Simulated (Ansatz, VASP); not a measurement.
Gd in VASP and in Ansatz

```
Gd
1.0
     3.68958    0.00000    0.00000
    -1.84479    3.19527    0.00000
     0.00000    0.00000    5.90245
Gd
2
Direct
  0.33333 0.66667 0.25000
  0.66667 0.33333 0.75000
```

Alike in both runs: functional BLYP; k mesh 10 × 10 × 6; occupations fermi-dirac, width 0.05 eV; collinear spin.

Ansatz relaxed the structure, and its values are those at the end. VASP's run is a single point on that final structure, the one shown.

|  | VASP | Ansatz |
| --- | --- | --- |
| version | VASP 6.6.1 | Ansatz 0.2.0 |
| potentials or method | VASP PAW PBE potentials, release 64 (Gd), cutoff 520 eV | plane waves (420 eV) with PAW, scalar-relativistic |
| valence electrons in the cell | 36 | 36 |

|  | VASP | Ansatz | Ansatz less VASP |
| --- | --- | --- | --- |
| pressure (GPa) | 0.1 | 0.0 | -0.09 |
| net moment per atom (μB) | 7.47 | 7.49 | +0.018 |
| size of the moment on the site where the two differ most (μB) | 6.92 | 7.27 | +0.342 |

VASP's potentials were made for PBE, not for BLYP. Site moments also hang on the region over which each program counts them. With one functional, cell and mesh, what is left measures potentials, basis and numerics.

Neither program's run includes spin-orbit coupling.
